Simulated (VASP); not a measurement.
# Ti (P6_3/mmc) in VASP: further runs, part 2 of 2

VASP 6.6.1.

## 4. Relaxation of cell and atoms, LDA

This run uses another cell than the first one, of 17.60 Å³/atom.

INCAR

```
SYSTEM = Ti
PREC     = Accurate       ! precision mode
ENCUT    = 600            ! plane-wave cutoff, eV
EDIFF    = 1E-6           ! SCF threshold, eV
ISMEAR   = 1              ! smearing method
SIGMA    = 0.05           ! smearing width, eV
LREAL    = .FALSE.        ! projectors in reciprocal space
LASPH    = .TRUE.         ! aspherical terms in the spheres
NELM     = 100            ! most SCF steps
ALGO     = Normal         ! electronic algorithm
ISIF     = 3              ! what is computed and relaxed
LWAVE    = .FALSE.        ! write WAVECAR
LCHARG   = .FALSE.        ! write CHGCAR
GGA      = CA             ! functional
IBRION   = 2              ! ionic algorithm
NSW      = 80             ! ionic steps
EDIFFG   = -0.02          ! ionic threshold
```

KPOINTS

```
Automatic mesh
0
G
  8 8 4
  0 0 0
```

POSCAR

```
Ti
1.0
    2.9200000000      0.0000000000      0.0000000000
   -1.4600000000      2.5287941791      0.0000000000
    0.0000000000      0.0000000000      4.7683600000
Ti
2
Direct
    0.3333333333      0.6666666667      0.2500000000
    0.6666666667      0.3333333333      0.7500000000
```

Potentials or basis: VASP PAW LDA potentials, release 64 (Ti_sv).

Started as:

```bash
> cat potpaw_LDA.64/Ti_sv/POTCAR > POTCAR
> mpirun -np 1 vasp_std > vasp.out
```

OUTCAR:

```text
SYSTEM = Ti
   PREC = Accurate
   ENCUT = 600
   EDIFF = 1E-6
   ISMEAR = 1
   LREAL = .FALSE.
   LASPH = .TRUE.
   NELM = 100
   ISIF = 3
   GGA = CA
   IBRION = 2
   NSW = 80
   EDIFFG = -0.02

 ion  position               nearest neighbor table
   1  0.333  0.667  0.250-   2 2.92   2 2.92   2 2.92   2 2.92   2 2.92   2 2.92
   2  0.667  0.333  0.750-   1 2.92   1 2.92   1 2.92   1 2.92   1 2.92   1 2.92

  LATTYP: Found a hexagonal cell.
 ALAT       =     2.9200000000
 C/A-ratio  =     1.6330000000

  Lattice vectors:

 A1 = (   2.9200000000,   0.0000000000,   0.0000000000)
 A2 = (  -1.4600000000,   2.5287941791,   0.0000000000)
 A3 = (   0.0000000000,   0.0000000000,   4.7683600000)

Analysis of symmetry for initial positions (statically):
=====================================================================
 Subroutine PRICEL returns:
 Original cell was already a primitive cell.

 Routine SETGRP: Setting up the symmetry group for a
 hexagonal supercell.

 Subroutine GETGRP returns: Found 24 space group operations
 (whereof 12 operations were pure point group operations)
 out of a pool of 24 trial point group operations.

The static configuration has the point symmetry D_3d.
 The point group associated with its full space group is D_6h.

Analysis of symmetry for dynamics (positions and initial velocities):
=====================================================================
 Subroutine PRICEL returns:
 Original cell was already a primitive cell.

 Routine SETGRP: Setting up the symmetry group for a
 hexagonal supercell.

 Subroutine GETGRP returns: Found 24 space group operations
 (whereof 12 operations were pure point group operations)
 out of a pool of 24 trial point group operations.

The dynamic configuration has the point symmetry D_3d.
 The point group associated with its full space group is D_6h.

 Subroutine INISYM returns: Found 24 space group operations
 (whereof 12 operations are pure point group operations),
 and found     1 'primitive' translations

----------------------------------------------------------------------------------------

                                     Primitive cell

  volume of cell :      35.2099

  direct lattice vectors                    reciprocal lattice vectors
     2.920000000  0.000000000  0.000000000     0.342465753  0.197722695  0.000000000
    -1.460000000  2.528794179  0.000000000     0.000000000  0.395445390  0.000000000
     0.000000000  0.000000000  4.768360000     0.000000000  0.000000000  0.209715709

  length of vectors
     2.920000000  2.920000000  4.768360000     0.395445390  0.395445390  0.209715709

  position of ions in fractional coordinates (direct lattice)
     0.333333333  0.666666667  0.250000000
     0.666666667  0.333333333  0.750000000

  ion indices of the primitive-cell ions
   primitive index   ion index
                 1           1
                 2           2

----------------------------------------------------------------------------------------

 KPOINTS: Automatic mesh

Automatic generation of k-mesh.
 Grid dimensions read from file:
[... 48 lines left out ...]
   number of dos      NEDOS =    301   number of ions     NIONS =      2
   total plane-waves  NPLWV =  23040
   dimension x,y,z NGX =    24 NGY =   24 NGZ =   40
   dimension x,y,z NGXF=    48 NGYF=   48 NGZF=   80
   ions per type =               2
   NGX,Y,Z   is equivalent  to a cutoff of  13.66, 13.66, 13.95 a.u.
   NGXF,Y,Z  is equivalent  to a cutoff of  27.33, 27.33, 27.89 a.u.
 SYSTEM =  Ti
   PREC   = accura    normal or accurate (medium, high low for compatibility)
   ISTART =      0    job   : 0-new  1-cont  2-samecut
   ICHARG =      2    charge: 1-file 2-atom 10-const
   ISPIN  =      1    spin polarized calculation?
   LNONCOLLINEAR =      F non collinear calculations
   LSORBIT =      F    spin-orbit coupling
   LASPH  =      T    aspherical Exc in radial PAW
   ENCUT  =  600.0 eV  44.10 Ry    6.64 a.u.   5.83  5.83  9.52*2*pi/ulx,y,z
   NELM   =    100;   NELMIN=  2; NELMDL= -5     # of ELM steps
   EDIFF  = 0.1E-05   stopping-criterion for ELM
   LREAL  =      F    real-space projection
   EDIFFG = -.2E-01   stopping-criterion for IOM
   NSW    =     80    number of steps for IOM
   IBRION =      2    ionic relax: 0-MD 1-quasi-New 2-CG
   NFREE  =      1    steps in history (QN), initial steepest desc. (CG)
   ISIF   =      3    stress and relaxation
   ISYM   =      2    0-nonsym 1-usesym 2-fastsym
   POTIM  = 0.5000    time-step for ionic-motion
   TEBEG  =    0.0;   TEEND  =   0.0 temperature during run
   PSTRESS=    0.0 pullay stress
   NELECT =      24.0000    total number of electrons
   NUPDOWN=      -1.0000    fix difference up-down
   EMIN   =  10.00;   EMAX   =-10.00  energy-range for DOS
   EFERMI =   0.00;   METHOD = LEGACY
   ISMEAR =     1;   SIGMA  =   0.05  broadening in eV -4-tet -1-fermi 0-gaus
   EFERMI_NEDOS =   21; number of points for ismear=-14 and -15
   IALGO  =     38    algorithm
   IMIX   =      4    mixing-type and parameters
     AMIX     =   0.40;   BMIX     =  1.00
     AMIX_MAG =   1.60;   BMIX_MAG =  1.00
  volume/ion in A,a.u.               =      17.60       118.80
  Fermi-wavevector in a.u.,A,eV,Ry     =   1.440755  2.722632 28.242631  2.075775
  Thomas-Fermi vector in A             =   2.559464
   LORBIT       =      0    0 simple, 1 ext, 2 COOP (PROOUT), +10 PAW based schemes
   GGA     = CA    functional components
   LHFCALC =     F    Hartree Fock is set to
   AEXX    =    0.0000 exact exchange contribution
   IVDW    =     0    specifies the selected vdW correction
   LEPSILON=     F    determine dielectric tensor
   LRPA    =     F    only Hartree local field effects (RPA)
 conjugate gradient relaxation of ions
 non-spin polarized calculation
 Methfessel and Paxton  Order N= 1 SIGMA  =   0.05
  energy-cutoff  :      600.00
  volume of cell :       35.21
 maximum number of plane-waves:      1192
 NGX is ok and might be reduce to    24
   NGX = 11   NGY = 11   NGZ = 19

--------------------------------------- Ionic step        1  -------------------------------------------

 number of electron      23.9999999 magnetization

 Free energy of the ion-electron system (eV)
  ---------------------------------------------------
  ext. energy  EPLUGINS =         0.00000000
  ---------------------------------------------------
  free energy    TOTEN  =       -17.00626558 eV

  energy without entropy =      -17.00621275  energy(sigma->0) =      -17.00624797

------------------------ aborting loop because EDIFF is reached ----------------------------------------

  FORCE on cell =-STRESS in cart. coord.  units (eV):
  Direction    XX          YY          ZZ          XY          YZ          ZX
  --------------------------------------------------------------------------------------
  -------------------------------------------------------------------------------------
  Total       -1.8894302     -1.8894302     -2.6628473      0.0000000     -0.0000000      0.0000000
  in kB      -85.9757688    -85.9757688   -121.1689879      0.0000000     -0.0000000      0.0000000
  external PRESSURE =     -97.7068418 kB  Pullay stress =       0.0000000 kB
[... 275 lines left out ...]
--------------------------------------- Ionic step        9  -------------------------------------------

 number of electron      24.0000007 magnetization

 Free energy of the ion-electron system (eV)
  ---------------------------------------------------
  ext. energy  EPLUGINS =         0.00000000
  ---------------------------------------------------
  free energy    TOTEN  =       -17.12025202 eV

  energy without entropy =      -17.11983218  energy(sigma->0) =      -17.12011207

 E-fermi :   8.9697     XC(G=0): -12.1600

 val. band max:        8.9586544472   @ k =   0.3750   0.2500   0.2500
 cond. band min:       9.0407245936   @ k =   0.0000   0.0000   0.5000
 fundamental gap:      0.0820701464
 Fermi energy:         8.9697228147

 k-point     1 :       0.0000    0.0000    0.0000
  band No.  band energies     occupation
      1     -47.1219      2.00000
      2     -46.9215      2.00000
      3     -24.1994      2.00000
      4     -23.3682      2.00000
      5     -23.3682      2.00000
      6     -23.2554      2.00000
[... 433 lines left out ...]
      3     -24.0010      2.00000
      4     -24.0010      2.00000
      5     -23.4695      2.00000
      6     -23.4695      2.00000
[... 8 lines left out ...]
     15      10.7170      0.00000
     16      10.7170      0.00000

 [... further k-points ...]

------------------------ aborting loop because EDIFF is reached ----------------------------------------

  FORCE on cell =-STRESS in cart. coord.  units (eV):
  Direction    XX          YY          ZZ          XY          YZ          ZX
  --------------------------------------------------------------------------------------
  -------------------------------------------------------------------------------------
  Total       -0.0018675     -0.0018675     -0.0013573     -0.0000000     -0.0000000      0.0000000
  in kB       -0.0930601     -0.0930601     -0.0676345     -0.0000000     -0.0000000      0.0000000
  external PRESSURE =      -0.0845849 kB  Pullay stress =       0.0000000 kB
[... 17 lines left out ...]
  FREE ENERGIE OF THE ION-ELECTRON SYSTEM (eV)
  ---------------------------------------------------
  free  energy   TOTEN  =       -17.1202520207 eV

  energy  without entropy=      -17.1198321757  energy(sigma->0) =      -17.12011207

 reached required accuracy - stopping structural energy minimisation
```

It took 78 s on 1 thread of Intel Xeon Platinum 8259CL at 2.50GHz (Skylake/Cascade Lake), shared host; peak memory 0.16 GiB.

Results:

| Property | Result |
| --- | --- |
| Free energy | -17.1203 eV |
| Relaxed volume | 16.08 Å³/atom |
| Relaxed cell | a = 2.867 Å, b = 2.867 Å, c = 4.518 Å, α = 90.00°, β = 90.00°, γ = 120.00° |
| Space group after relaxing (to 0.1 Å) | P6_3/mmc (No. 194) |
| Energy gained by relaxing | 57.0 meV/atom |
| Ionic steps | 9 |
| Pressure after relaxing | 0.0 GPa |
| Band gap on the k mesh | zero (bands 12 and 13 overlap by 0.93 eV) |

The path:
| step | energy change (eV) | largest force (eV/Å) | pressure (GPa) | volume (Å³) |
| --- | --- | --- | --- | --- |
| 1 | 0.0000 | 0.0000 | -9.77 | 35.21 |
| 2 | -0.0489 | 0.0000 | 10.04 | 30.01 |
| 3 | -0.1082 | 0.0000 | 0.21 | 32.07 |
| 4 | -0.1081 | 0.0000 | 0.45 | 32.00 |
| 5 | -0.1132 | 0.0000 | 0.54 | 32.01 |
| 6 | -0.1137 | 0.0000 | 0.56 | 32.01 |
| 7 | -0.1137 | 0.0000 | 0.57 | 32.01 |
| 8 | -0.1138 | 0.0000 | -0.50 | 32.28 |
| 9 | -0.1140 | 0.0000 | -0.01 | 32.15 |

Final structure:
```
Ti
1.0
     2.86655    0.00000    0.00000
    -1.43327    2.48250    0.00000
     0.00000    0.00000    4.51824
Ti
2
Cartesian
  0.0000 1.6550 1.1296
  1.4333 0.8275 3.3887
```

## 5. Summary

```tsv
task	cell	k mesh	cutoff (eV)	gap on the mesh (eV)	pressure (GPa)	relaxed volume (Å³/atom)
single point	a = 2.881, b = 2.881, c = 4.575 Å, angles 90.0, 90.0, 120.0°, 2 atoms	8 × 8 × 5	520	none	-2.5	-
relaxation of cell and atoms	relaxed from a = 2.868, b = 2.868, c = 4.519 Å, angles 90.0, 90.0, 120.0°, 2 atoms	8 × 8 × 5	600	none	0.0	16.10
relaxation of cell and atoms	relaxed from a = 2.920, b = 2.920, c = 4.768 Å, angles 90.0, 90.0, 120.0°, 2 atoms	8 × 8 × 4	600	none	0.0	16.08
```

Alike in all rows: level LDA; potentials or basis VASP PAW LDA potentials, release 64 (Ti_sv); no spin polarisation; smearing methfessel-paxton 0.05 eV.

Total energies depend on the potentials used, so only differences within one code and one set of settings carry meaning.
